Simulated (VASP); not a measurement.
# KCdCO3F (P-6m2) in VASP: further runs, part 2 of 2

VASP 6.6.1. Earlier steps stand in the parts before.

**3. Relaxation of cell and atoms, LDA**

This run uses another cell than the first one, of 14.63 Å³/atom, 1.113 times its volume.

The input, INCAR:

```
PREC = Accurate
ENCUT = 600
EDIFF = 1E-6
ISMEAR = 0
SIGMA = 0.02
LREAL = False
LASPH = True
NELM = 100
ALGO = Normal
ISIF = 3
LWAVE = False
LCHARG = False
GGA = CA
IBRION = 2
NSW = 70
EDIFFG = -0.005
```

The input, KPOINTS:

```
regular mesh
0
Gamma
  6 6 6
```

The input, POSCAR:

```
KCdCO3F
1.0
    5.1337856221      0.0000000000      0.0000000000
   -2.5668928111      4.4459887663      0.0000000000
    0.0000000000      0.0000000000      4.4871737454
K Cd C O F
1 1 1 3 1
Direct
    0.0000000000      0.0000000000      0.0000000000
    0.6666666667      0.3333333333      0.5000000000
    0.3333333333      0.6666666667      0.5000000000
    0.1879041669      0.3758083338      0.5000000000
    0.1879041669      0.8120958331      0.5000000000
    0.6241916662      0.8120958331      0.5000000000
    0.6666666667      0.3333333333      0.0000000000
```

Potentials or basis: VASP PAW LDA potentials, release 64 (K_sv, Cd, C, O, F).

Started as:

```sh
cat potpaw_LDA.64/K_sv/POTCAR potpaw_LDA.64/Cd/POTCAR potpaw_LDA.64/C/POTCAR potpaw_LDA.64/O/POTCAR potpaw_LDA.64/F/POTCAR > POTCAR
mpirun -np 1 vasp_std > vasp.out
```

OUTCAR:

```text
PREC = Accurate
   ENCUT = 600
   EDIFF = 1E-6
   ISMEAR = 0
   LREAL = False
   LASPH = True
   NELM = 100
   ISIF = 3
   GGA = CA
   IBRION = 2
   NSW = 70
   EDIFFG = -0.005

 ion  position               nearest neighbor table
   1  0.000  0.000  0.000-   6 2.80   6 2.80   4 2.80   4 2.80   5 2.80   5 2.80   2 3.72   2 3.72
                             2 3.72   2 3.72   2 3.72   2 3.72
   2  0.667  0.333  0.500-   7 2.24   7 2.24   4 2.57   6 2.57   5 2.57   5 2.57   4 2.57   6 2.57
                             1 3.72   1 3.72   1 3.72   1 3.72   1 3.72   1 3.72
   3  0.333  0.667  0.500-   5 1.29   6 1.29   4 1.29
   4  0.188  0.376  0.500-   3 1.29   2 2.57   2 2.57   1 2.80   1 2.80
   5  0.188  0.812  0.500-   3 1.29   2 2.57   2 2.57   1 2.80   1 2.80
   6  0.624  0.812  0.500-   3 1.29   2 2.57   2 2.57   1 2.80   1 2.80
   7  0.667  0.333  0.000-   2 2.24   2 2.24

  LATTYP: Found a hexagonal cell.
 ALAT       =     5.1337856221
 C/A-ratio  =     0.8740477448

  Lattice vectors:

 A1 = (   5.1337856221,   0.0000000000,   0.0000000000)
 A2 = (  -2.5668928111,   4.4459887663,   0.0000000000)
 A3 = (   0.0000000000,   0.0000000000,   4.4871737454)

Analysis of symmetry for initial positions (statically):
=====================================================================
 Subroutine PRICEL returns:
 Original cell was already a primitive cell.

[... 179 lines left out ...]
  free energy    TOTEN  =       -44.28424895 eV

  energy without entropy =      -44.28424895  energy(sigma->0) =      -44.28424895

 E-fermi :  -0.2309     XC(G=0):  -9.8656

 val. band max:       -0.4192593599   @ k =   0.0000   0.0000   0.5000
 cond. band min:       1.0922039192   @ k =   0.0000   0.0000   0.0000
 fundamental gap:      1.5114632791
 Fermi energy:        -0.2309161251

 k-point     1 :       0.0000    0.0000    0.0000
  band No.  band energies     occupation
      1     -27.6793      2.00000
      2     -22.0075      2.00000
      3     -21.6474      2.00000
      4     -18.7174      2.00000
      5     -18.7174      2.00000
      6     -11.4733      2.00000
[... 899 lines left out ...]
  FREE ENERGIE OF THE ION-ELECTRON SYSTEM (eV)
  ---------------------------------------------------
  free  energy   TOTEN  =       -44.3895510818 eV

  energy  without entropy=      -44.3895510818  energy(sigma->0) =      -44.38955108

[... ionic steps 4 to 12 ...]

--------------------------------------- Ionic step       13  -------------------------------------------

 number of electron      49.9999993 magnetization

------------------------ aborting loop because EDIFF is reached ----------------------------------------
[... 77 lines left out ...]
--------------------------------------- Ionic step       15  -------------------------------------------

 number of electron      49.9999993 magnetization

 Free energy of the ion-electron system (eV)
  ---------------------------------------------------
  ext. energy  EPLUGINS =         0.00000000
  ---------------------------------------------------
  free energy    TOTEN  =       -44.50011170 eV

  energy without entropy =      -44.50011170  energy(sigma->0) =      -44.50011170

 E-fermi :   0.2437     XC(G=0): -10.3812

 val. band max:        0.1534394296   @ k =   0.0000   0.0000   0.5000
 cond. band min:       2.1692938369   @ k =   0.0000   0.0000   0.0000
 fundamental gap:      2.0158544073
 Fermi energy:         0.2436804882

 k-point     1 :       0.0000    0.0000    0.0000
  band No.  band energies     occupation
      1     -26.8673      2.00000
      2     -21.7336      2.00000
      3     -21.3336      2.00000
      4     -18.3386      2.00000
      5     -18.3386      2.00000
      6     -10.7015      2.00000
[... 817 lines left out ...]
  FREE ENERGIE OF THE ION-ELECTRON SYSTEM (eV)
  ---------------------------------------------------
  free  energy   TOTEN  =       -44.5001117023 eV

  energy  without entropy=      -44.5001117023  energy(sigma->0) =      -44.50011170

 reached required accuracy - stopping structural energy minimisation
```

It took 20 min on 1 thread of Intel Xeon 6975P-C, shared host; peak memory 0.3 GiB.

Results:

```
Free energy                            : -44.5001 eV
Relaxed volume                         : 13.21 Å³/atom
Relaxed cell                           : a = 4.958 Å, b = 4.958 Å, c = 4.346 Å, α = 90.00°, β = 90.00°, γ = 120.00°
Space group after relaxing (to 0.05 Å) : P-6m2 (No. 187)
Energy gained by relaxing              : 30.8 meV/atom
Ionic steps                            : 15
Pressure after relaxing                : 0.0 GPa
Band gap on the k mesh                 : 2.02 eV, indirect (least direct gap 2.02 eV)
```

The path:
| step | energy change (eV) | largest force (eV/Å) | pressure (GPa) | volume (Å³) |
| --- | --- | --- | --- | --- |
| 1 | 0.0000 | 0.2198 | -6.60 | 102.42 |
| 2 | -0.0209 | 3.2881 | 4.89 | 93.75 |
| 3 | -0.1053 | 1.5238 | -1.06 | 97.68 |
| 4 | -0.2095 | 0.4206 | 0.08 | 93.30 |
| 5 | -0.2136 | 0.1540 | 0.48 | 92.25 |
| 6 | -0.2136 | 0.1806 | 0.46 | 92.36 |
| 7 | -0.2141 | 0.0803 | -0.51 | 92.92 |
| 8 | -0.2145 | 0.0217 | -0.13 | 92.69 |
| 9 | -0.2149 | 0.0249 | -0.11 | 92.67 |
| 10 | -0.2157 | 0.0335 | -0.03 | 92.59 |
| 11 | -0.2152 | 0.0511 | 0.14 | 92.44 |
| 12 | -0.2158 | 0.0399 | 0.03 | 92.54 |
| 13 | -0.2156 | 0.1010 | -0.23 | 92.55 |
| 14 | -0.2159 | 0.0013 | -0.05 | 92.54 |
| 15 | -0.2159 | 0.0006 | -0.01 | 92.50 |

Final structure:
```
K Cd C O F
1.0
     4.95764    0.00000    0.00000
    -2.47882    4.29345    0.00000
     0.00000    0.00000    4.34594
K Cd C O F
1 1 1 3 1
Direct
  0.00000 0.00000 0.00000
  0.66667 0.33333 0.50000
  0.33333 0.66667 0.50000
  0.18391 0.36782 0.50000
  0.18391 0.81609 0.50000
  0.63218 0.81609 0.50000
  0.66667 0.33333 0.00000
```

Levels at points of the mesh, in eV from the valence-band top:
| k point | band 22 | band 23 | band 24 | band 25 | band 26 | band 27 | band 28 | band 29 |
| --- | --- | --- | --- | --- | --- | --- | --- | --- |
| (0.00, 0.00, 0.00) | -1.77 | -1.58 | -1.58 | -0.01 | 2.02 | 5.80 | 6.13 | 9.04 |
| (0.50, 0.00, 0.00) | -2.06 | -1.54 | -1.47 | -0.06 | 4.48 | 5.82 | 5.95 | 8.70 |
| (0.00, 0.00, 0.50) | -1.95 | -1.45 | -1.45 | 0.00 | 4.52 | 5.05 | 6.24 | 9.43 |
| (0.50, 0.00, 0.50) | -1.84 | -1.40 | -1.12 | -0.05 | 5.92 | 6.07 | 6.98 | 8.07 |

A k mesh can miss the band edges. Zero-point motion and thermal expansion aren't in these numbers.
